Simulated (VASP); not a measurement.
# FeO (Wuestite) (R-3m) in VASP: settings compared

FeO (Wuestite) is run at these levels: BLYP+D4, PBE; tasks: single point.

Everything below comes from runs of VASP 6.6.1. Logs are shortened: lines on timing, memory, paths and dates and some standing lists are left out, and cuts for length are marked.

## 1. The cell of the first run

The typed cell holds 2 atoms: a = 3.037 Å, b = 3.037 Å, c = 3.037 Å, α = 59.99°, β = 59.99°, γ = 59.99°.

## 2. Single point, BLYP+D4, collinear spin, ferromagnetic start

The input, INCAR:

```
SYSTEM = FeO
PREC     = Accurate       ! precision mode
ENCUT    = 520            ! plane-wave cutoff, eV
EDIFF    = 1E-6           ! SCF threshold, eV
ISMEAR   = -1             ! smearing method
SIGMA    = 0.05           ! smearing width, eV
LREAL    = .FALSE.        ! projectors in reciprocal space
LASPH    = .TRUE.         ! aspherical terms in the spheres
NELM     = 150            ! most SCF steps
ALGO     = Normal         ! electronic algorithm
ISIF     = 2              ! what is computed and relaxed
LWAVE    = .FALSE.        ! write WAVECAR
LCHARG   = .FALSE.        ! write CHGCAR
ISPIN    = 2              ! spin polarisation
MAGMOM   = 3 0            ! initial moments
LORBIT   = 11             ! projections on sites
LMAXMIX  = 4              ! l up to which the mixer works
GGA      = B5             ! functional
ALDAX    = 1.0          
AGGAX    = 1.0          
AGGAC    = 1.0          
ALDAC    = 0.0          
IVDW     = 13             ! dispersion correction
VDW_S6   = 1.0          
VDW_S8   = 2.34076671   
VDW_A1   = 0.44488865   
VDW_A2   = 4.0933009    
NBANDS   = 18             ! bands
```

The input, KPOINTS:

```
Automatic mesh
0
G
  11 11 11
  0 0 0
```

The input, POSCAR:

```
FeO
1.0
    1.5183723770      0.8766327006      2.4802449168
   -1.5183723770      0.8766327006      2.4802449168
    0.0000000000     -1.7532654012      2.4802449168
Fe O
1 1
Direct
    0.0000000000      0.0000000000      0.0000000000
    0.5000000000      0.5000000000      0.5000000000
```

Potentials or basis: VASP PAW PBE potentials, release 64 (Fe, O).

Launch:

```console
> cat potpaw_PBE.64/Fe/POTCAR potpaw_PBE.64/O/POTCAR > POTCAR
> mpirun -np 1 vasp_std > vasp.out
```

OUTCAR:

```text
SYSTEM = FeO
   PREC = Accurate
   ENCUT = 520
   EDIFF = 1E-6
   ISMEAR = -1
   LREAL = .FALSE.
   LASPH = .TRUE.
   NELM = 150
   ISIF = 2
   ISPIN = 2
   LORBIT = 11
   GGA = B5
   IVDW = 13

 ion  position               nearest neighbor table
   1  0.000  0.000  0.000-   2 2.15   2 2.15   2 2.15   2 2.15   2 2.15   2 2.15
   2  0.500  0.500  0.500-   1 2.15   1 2.15   1 2.15   1 2.15   1 2.15   1 2.15

  LATTYP: Found a trigonal (rhomboedric) cell.
 ALAT       =     3.0373597769
 COS(alpha) =     0.5002024655

  Lattice vectors:

 A1 = (   1.5183723770,   0.8766327006,   2.4802449168)
 A2 = (  -1.5183723770,   0.8766327006,   2.4802449168)
 A3 = (   0.0000000000,  -1.7532654012,   2.4802449168)

Analysis of symmetry for initial positions (statically):
=====================================================================
 Subroutine PRICEL returns:
 Original cell was already a primitive cell.

 Routine SETGRP: Setting up the symmetry group for a
 trigonal (rhombohedral) supercell.

 Subroutine GETGRP returns: Found 12 space group operations
 (whereof 12 operations were pure point group operations)
 out of a pool of 12 trial point group operations.

The static configuration has the point symmetry D_3d.

Analysis of symmetry for dynamics (positions and initial velocities):
=====================================================================
 Subroutine PRICEL returns:
 Original cell was already a primitive cell.

 Routine SETGRP: Setting up the symmetry group for a
 trigonal (rhombohedral) supercell.

 Subroutine GETGRP returns: Found 12 space group operations
 (whereof 12 operations were pure point group operations)
 out of a pool of 12 trial point group operations.

The dynamic configuration has the point symmetry D_3d.

Analysis of structural, dynamic, and magnetic symmetry:
=====================================================================
 Subroutine PRICEL returns:
 Original cell was already a primitive cell.

 Routine SETGRP: Setting up the symmetry group for a
 trigonal (rhombohedral) supercell.

 Subroutine GETGRP returns: Found 12 space group operations
 (whereof 12 operations were pure point group operations)
 out of a pool of 12 trial point group operations.

The overall configuration has the point symmetry D_3d.

 Subroutine INISYM returns: Found 12 space group operations
 (whereof 12 operations are pure point group operations),
 and found     1 'primitive' translations

----------------------------------------------------------------------------------------

                                     Primitive cell

  volume of cell :      19.8081

  direct lattice vectors                    reciprocal lattice vectors
     1.518372377  0.876632701  2.480244917     0.329299984  0.190121435  0.134395330
    -1.518372377  0.876632701  2.480244917    -0.329299984  0.190121435  0.134395330
     0.000000000 -1.753265401  2.480244917     0.000000000 -0.380242869  0.134395330

  length of vectors
     3.037359777  3.037359777  3.037359777     0.403294860  0.403294860  0.403294860

  position of ions in fractional coordinates (direct lattice)
     0.000000000  0.000000000  0.000000000
     0.500000000  0.500000000  0.500000000

  ion indices of the primitive-cell ions
   primitive index   ion index
                 1           1
                 2           2

----------------------------------------------------------------------------------------

 KPOINTS: Automatic mesh

Automatic generation of k-mesh.
 Grid dimensions read from file:
 generate k-points for:   11   11   11

 Generating k-lattice:

  Cartesian coordinates                     Fractional coordinates (reciprocal lattice)
     0.029936362  0.017283767  0.012217757     0.090909091  0.000000000  0.000000000
    -0.029936362  0.017283767  0.012217757     0.000000000  0.090909091  0.000000000
     0.000000000 -0.034567534  0.012217757     0.000000000  0.000000000  0.090909091

  Length of vectors
     0.036663169  0.036663169  0.036663169

  Shift w.r.t. Gamma in fractional coordinates (k-lattice)
     0.000000000  0.000000000  0.000000000

 Subroutine IBZKPT returns following result:
 ===========================================

 Found    146 irreducible k-points:

 Following reciprocal coordinates:
            Coordinates               Weight
  0.000000  0.000000  0.000000      1.000000
  0.090909 -0.000000  0.000000      6.000000
  0.181818 -0.000000  0.000000      6.000000
  0.272727 -0.000000  0.000000      6.000000
  0.363636  0.000000  0.000000      6.000000
  0.454545 -0.000000  0.000000      6.000000
[... 16 lines left out ...]
 -0.272727  0.181818  0.000000     12.000000
 -0.181818  0.181818  0.000000      6.000000
 [... further k-points ...]
   k-points           NKPTS =    146   k-points in BZ     NKDIM =    146   number of bands    NBANDS=     18
   number of dos      NEDOS =    301   number of ions     NIONS =      2
   total plane-waves  NPLWV =  13824
   dimension x,y,z NGX =    24 NGY =   24 NGZ =   24
   dimension x,y,z NGXF=    48 NGYF=   48 NGZF=   48
   ions per type =               1   1
   NGX,Y,Z   is equivalent  to a cutoff of  13.14, 13.14, 13.14 a.u.
   NGXF,Y,Z  is equivalent  to a cutoff of  26.27, 26.27, 26.27 a.u.
 SYSTEM =  FeO
   PREC   = accura    normal or accurate (medium, high low for compatibility)
   ISTART =      0    job   : 0-new  1-cont  2-samecut
   ICHARG =      2    charge: 1-file 2-atom 10-const
   ISPIN  =      2    spin polarized calculation?
   LNONCOLLINEAR =      F non collinear calculations
   LSORBIT =      F    spin-orbit coupling
   LASPH  =      T    aspherical Exc in radial PAW
   ENCUT  =  520.0 eV  38.22 Ry    6.18 a.u.   5.65  5.65  5.65*2*pi/ulx,y,z
   NELM   =    150;   NELMIN=  2; NELMDL= -5     # of ELM steps
   EDIFF  = 0.1E-05   stopping-criterion for ELM
   LREAL  =      F    real-space projection
   EDIFFG = 0.1E-04   stopping-criterion for IOM
   NSW    =      0    number of steps for IOM
   IBRION =     -1    ionic relax: 0-MD 1-quasi-New 2-CG
   NFREE  =      0    steps in history (QN), initial steepest desc. (CG)
   ISIF   =      2    stress and relaxation
   ISYM   =      2    0-nonsym 1-usesym 2-fastsym
   POTIM  = 0.5000    time-step for ionic-motion
   TEBEG  =    0.0;   TEEND  =   0.0 temperature during run
   PSTRESS=    0.0 pullay stress
   NELECT =      14.0000    total number of electrons
   NUPDOWN=      -1.0000    fix difference up-down
   EMIN   =  10.00;   EMAX   =-10.00  energy-range for DOS
   EFERMI =   0.00;   METHOD = LEGACY
   ISMEAR =    -1;   SIGMA  =   0.05  broadening in eV -4-tet -1-fermi 0-gaus
   EFERMI_NEDOS =   21; number of points for ismear=-14 and -15
   IALGO  =     38    algorithm
   IMIX   =      4    mixing-type and parameters
     AMIX     =   0.40;   BMIX     =  1.00
     AMIX_MAG =   1.60;   BMIX_MAG =  1.00
  volume/ion in A,a.u.               =       9.90        66.84
  Fermi-wavevector in a.u.,A,eV,Ry     =   1.458267  2.755724 28.933352  2.126541
  Thomas-Fermi vector in A             =   2.574971
   LORBIT       =     11    0 simple, 1 ext, 2 COOP (PROOUT), +10 PAW based schemes
   GGA     = B5    functional components
   LHFCALC =     F    Hartree Fock is set to
   AEXX    =    0.0000 exact exchange contribution
   IVDW    =    13    specifies the selected vdW correction
   LEPSILON=     F    determine dielectric tensor
   LRPA    =     F    only Hartree local field effects (RPA)
 spin polarized calculation
  energy-cutoff  :      520.00
  volume of cell :       19.81
 maximum number of plane-waves:       542
   NGX = 11   NGY = 11   NGZ = 11

 number of electron      13.9999997 magnetization       3.9988866

 Free energy of the ion-electron system (eV)
  ---------------------------------------------------
  ext. energy  EPLUGINS =         0.00000000
  ---------------------------------------------------
  free energy    TOTEN  =       -13.86535865 eV

  energy without entropy =      -13.85309590  energy(sigma->0) =      -13.85922727

 E-fermi :   6.5997     XC(G=0): -11.6321

 val. band max:        6.5769367072   @ k =   0.3636   0.1818   0.1818
 cond. band min:       6.6014044223   @ k =  -0.3636   0.3636   0.2727
 fundamental gap:      0.0244677152
 Fermi energy:         6.5997135226

 spin component 1

 k-point     1 :       0.0000    0.0000    0.0000
  band No.  band energies     occupation
      1     -14.0251      1.00000
      2       2.8224      1.00000
      3       2.8243      1.00000
      4       2.8243      1.00000
      5       2.8797      1.00000
      6       2.8810      1.00000
[... 10 lines left out ...]
     17      27.5957      0.00000
     18      30.8923      0.00000

 k-point     2 :       0.0909   -0.0000    0.0000
  band No.  band energies     occupation
      1     -13.9437      1.00000
      2       1.9726      1.00000
      3       2.0815      1.00000
      4       2.0829      1.00000
      5       2.9624      1.00000
      6       2.9632      1.00000
[... 10 lines left out ...]
     17      28.6712      0.00000
     18      32.1635      0.00000
[... 442 lines left out ...]
 k-point    24 :      -0.1818    0.1818    0.0000
  band No.  band energies     occupation
      1     -13.3241      1.00000
      2      -0.5484      1.00000
      3       0.4879      1.00000
      4       1.0105      1.00000
      5       3.2315      1.00000
      6       3.5295      1.00000
[... 10 lines left out ...]
     17      33.5928      0.00000
     18      35.4462      0.00000

 [... further k-points ...]

 spin component 2

 k-point     1 :       0.0000    0.0000    0.0000
  band No.  band energies     occupation
      1     -13.4795      1.00000
      2       3.4074      1.00000
      3       3.4094      1.00000
      4       3.4094      1.00000
      5       5.8523      1.00000
      6       5.8538      1.00000
[... 10 lines left out ...]
     17      28.9520      0.00000
     18      31.8818      0.00000

 k-point     2 :       0.0909   -0.0000    0.0000
  band No.  band energies     occupation
      1     -13.3959      1.00000
      2       2.7861      1.00000
      3       3.1558      1.00000
      4       3.1576      1.00000
      5       5.9556      1.00000
      6       5.9568      1.00000
[... 10 lines left out ...]
     17      29.8524      0.00000
     18      33.2538      0.00000
[... 442 lines left out ...]
 k-point    24 :      -0.1818    0.1818    0.0000
  band No.  band energies     occupation
      1     -12.7565      1.00000
      2       0.2909      1.00000
      3       1.9131      1.00000
      4       2.0021      1.00000
      5       6.3295      0.99552
      6       6.5764      0.61427
[... 10 lines left out ...]
     17      34.2388      0.00000
     18      36.1153      0.00000

 [... further k-points ...]

------------------------ aborting loop because EDIFF is reached ----------------------------------------

  DFT-D4 for vdW energy calculation

  Edisp (eV):   -1.29903

  FORCE on cell =-STRESS in cart. coord.  units (eV):
  Direction    XX          YY          ZZ          XY          YZ          ZX
  --------------------------------------------------------------------------------------
  -------------------------------------------------------------------------------------
  Total       0.03318     0.03318     0.03513     0.00000    -0.00000     0.00000
  in kB       2.68389     2.68389     2.84174     0.00000    -0.00000     0.00000
  external pressure =        2.74 kB  Pullay stress =        0.00 kB

 VOLUME and BASIS-vectors are now :
 -----------------------------------------------------------------------------
  energy-cutoff  :      520.00
  volume of cell :       19.81
      direct lattice vectors                 reciprocal lattice vectors
     1.518372377  0.876632701  2.480244917     0.329299984  0.190121435  0.134395330
    -1.518372377  0.876632701  2.480244917    -0.329299984  0.190121435  0.134395330
     0.000000000 -1.753265401  2.480244917     0.000000000 -0.380242869  0.134395330

 POSITION                                       TOTAL-FORCE (eV/Angst)
 -----------------------------------------------------------------------------------
      0.00000      0.00000      0.00000         0.000000      0.000000     -0.000000
      0.00000      0.00000      3.72037        -0.000000     -0.000000      0.000000
 -----------------------------------------------------------------------------------
    total drift:                               -0.000000      0.000000     -0.000000

  FREE ENERGIE OF THE ION-ELECTRON SYSTEM (eV)
  ---------------------------------------------------
  free  energy   TOTEN  =       -15.1643906837 eV

  energy  without entropy=      -15.1521279301  energy(sigma->0) =      -15.15825931

 total charge

# of ion       s       p       d       tot
------------------------------------------
    1        0.286   0.358   6.130   6.774
    2        1.549   3.468   0.000   5.017
--------------------------------------------------
tot          1.835   3.826   6.130  11.791

 magnetization (x)

# of ion       s       p       d       tot
------------------------------------------
    1        0.023   0.018   3.554   3.594
    2        0.031   0.293   0.000   0.324
--------------------------------------------------
tot          0.054   0.310   3.554   3.918
```

Run time: 45 s. Hardware: 1 thread of Intel Xeon 6975P-C (Granite Rapids), shared host; peak memory 0.2 GiB.

What came out:

* Free energy: -15.1644 eV
* Pressure: 0.3 GPa
* Band gap on the k mesh: zero (filled and empty bands overlap)
* Net moment: 4.00 μB per cell
* Site moments: Fe +3.59; O +0.32 μB
* Valence electrons inside the program's atomic spheres: Fe 6.77; O 5.02
* Dispersion energy per atom: -0.650 eV

Levels at points of the mesh, in eV from the Fermi level:
Spin up:
```
           k point  band 6  band 7  band 8  band 9  band 10  band 11  band 12  band 13
(0.00, 0.00, 0.00)   -3.72   -3.72   -3.50   -3.50     0.56    16.31    17.55    17.56
```
Spin down:
```tsv
k point	band 2	band 3	band 4	band 5	band 6	band 7	band 8	band 9
(0.00, 0.00, 0.00)	-3.19	-3.19	-3.19	-0.75	-0.75	-0.75	0.17	0.17
```

Caveat: the PAW data sets were made with another functional, which shifts forces and pressure a little; a cell with one magnetic atom can't hold antiferromagnetic order, which such compounds often take; semilocal functionals often make such compounds metallic where correlation or magnetic order opens a gap, which also shifts bond lengths; pairwise dispersion overbinds metals, which lowers pressure and volume.

## 3. Single point, PBE, collinear spin, ferromagnetic start

This run uses another cell than the first one, of 10.07 Å³/atom, 1.016 times its volume.

The input, INCAR:

```
SYSTEM = FeO
  ALGO = Normal
  EDIFF = 1E-6
  ENCUT = 520
  GGA = PE
  ISIF = 2
  ISMEAR = 0
  ISPIN = 2
  LASPH = .TRUE.
  LCHARG = .FALSE.
  LMAXMIX = 4
  LORBIT = 11
  LREAL = .FALSE.
  LWAVE = .FALSE.
  MAGMOM = 3 0
  NBANDS = 18
  NELM = 150
  PREC = Accurate
  SIGMA = 0.028999999999999998
```

The input, KPOINTS:

```
k-points
0
G
  11 11 11
  0 0 0
```

The input, POSCAR:

```
FeO
1.0
    1.5188209023      0.8768916568      2.5195772846
   -1.5188209023      0.8768916568      2.5195772846
    0.0000000000     -1.7537833136      2.5195772846
Fe O
1 1
Direct
    0.0000000000      0.0000000000      0.0000000000
    0.5000000000      0.5000000000      0.5000000000
```

Potentials or basis: VASP PAW PBE potentials, release 64 (Fe, O).

Launch:

```console
> cat potpaw_PBE.64/Fe/POTCAR potpaw_PBE.64/O/POTCAR > POTCAR
> mpirun -np 1 vasp_std > vasp.out
```

It took 40 s on 1 thread of Intel Xeon 6975P-C (Granite Rapids), shared host; peak memory 0.2 GiB.

Results (log left out):

```
Free energy                                           : -14.9290 eV
Pressure                                              : -1.2 GPa
Band gap on the k mesh                                : zero (filled and empty bands overlap)
Net moment                                            : 4.00 μB per cell
Site moments                                          : Fe +3.62; O +0.30 μB
Valence electrons inside the program's atomic spheres : Fe 6.72; O 4.99
```

Stress tensor (GPa, compression positive):
```
-0.94  0.00  0.00
 0.00 -0.94  0.00
 0.00  0.00 -1.79
```

Levels at points of the mesh, in eV from the Fermi level:
Spin up:
| k point | band 7 | band 8 | band 9 | band 10 | band 11 | band 12 |
| --- | --- | --- | --- | --- | --- | --- |
| (0.00, 0.00, 0.00) | -3.74 | -3.68 | -3.68 | 0.06 | 15.44 | 16.72 |
Spin down:
```tsv
k point	band 1	band 2	band 3	band 4	band 5	band 6	band 7	band 8	band 9	band 10
(0.00, 0.00, 0.00)	-20.15	-3.29	-3.19	-3.19	-0.79	-0.71	-0.71	0.19	0.19	0.86
```

Caveat: a cell with one magnetic atom can't hold antiferromagnetic order, which such compounds often take; semilocal functionals often make such compounds metallic where correlation or magnetic order opens a gap, which also shifts bond lengths.

## 4. Single point, PBE, collinear spin, ferromagnetic start

This run uses another cell than the first one, of 10.07 Å³/atom, 1.016 times its volume.

The input, INCAR:

```
SYSTEM = FeO
PREC = Accurate ; ENCUT = 520
EDIFF = 1E-6 ; ISMEAR = 0
SIGMA = 0.03 ; LREAL = .False.
LASPH = .True. ; NELM = 150
ALGO = Normal ; ISIF = 2
LWAVE = .False. ; LCHARG = .False.
ISPIN = 2 ; MAGMOM = 3 0
LORBIT = 11 ; LMAXMIX = 4
GGA = PE ; NBANDS = 18
```

The input, KPOINTS:

```
regular mesh
0
Gamma
  11 11 11
  0 0 0
```

POSCAR is that of step 3.

Launch:

```console
> cat potpaw_PBE.64/Fe/POTCAR potpaw_PBE.64/O/POTCAR > POTCAR
> mpirun -np 1 vasp_std > vasp.out
```

It took 43 s on 1 thread of Intel Xeon 6975P-C (Granite Rapids), shared host; peak memory 0.21 GiB.

Results (log left out):

| Item | Value |
| --- | --- |
| Free energy | -14.9291 eV |
| Pressure | -1.2 GPa |
| Band gap on the k mesh | zero (filled and empty bands overlap) |
| Net moment | 4.00 μB per cell |
| Site moments | Fe +3.62; O +0.30 μB |
| Valence electrons inside the program's atomic spheres | Fe 6.72; O 4.99 |

Stress tensor (GPa, compression positive):
```
-0.94  0.00  0.00
 0.00 -0.94  0.00
 0.00  0.00 -1.79
```

Levels at points of the mesh, in eV from the Fermi level:
Spin up:
| k point | band 5 | band 6 | band 7 | band 8 | band 9 | band 10 | band 11 | band 12 | band 13 | band 14 |
| --- | --- | --- | --- | --- | --- | --- | --- | --- | --- | --- |
| (0.00, 0.00, 0.00) | -3.84 | -3.74 | -3.74 | -3.68 | -3.68 | 0.06 | 15.44 | 16.72 | 17.13 | 17.13 |
Spin down:
```
           k point  band 1  band 2  band 3  band 4  band 5  band 6  band 7  band 8  band 9  band 10
(0.00, 0.00, 0.00)  -20.15   -3.29   -3.19   -3.19   -0.79   -0.71   -0.71    0.19    0.19     0.86
```

Caveat: a cell with one magnetic atom can't hold antiferromagnetic order, which such compounds often take; semilocal functionals often make such compounds metallic where correlation or magnetic order opens a gap, which also shifts bond lengths.

## 5. Overview

```csv
level,cell,smearing,gap on the mesh (eV),pressure (GPa),moment (μB)
BLYP+D4,"a = 3.037 Å, angles 60.0°, 2 atoms",fermi-dirac 0.05 eV,none,0.3,4.00
PBE,"a = 3.070 Å, angles 59.3°, 2 atoms",gaussian 0.029 eV,none,-1.2,4.00
PBE,"a = 3.070 Å, angles 59.3°, 2 atoms",gaussian 0.03 eV,none,-1.2,4.00
```

Alike in all rows: task single point; potentials or basis VASP PAW PBE potentials, release 64 (Fe, O); spin collinear, ferromagnetic start; k mesh 11 × 11 × 11; cutoff (eV) 520.

Caveats: a cell with one magnetic atom can't hold antiferromagnetic order, which such compounds often take; semilocal functionals often make such compounds metallic where correlation or magnetic order opens a gap, which also shifts bond lengths; the PAW data sets were made with another functional, which shifts forces and pressure a little (some runs); pairwise dispersion overbinds metals, which lowers pressure and volume (some runs).

Absolute energies hang on the potentials; compare differences alone.
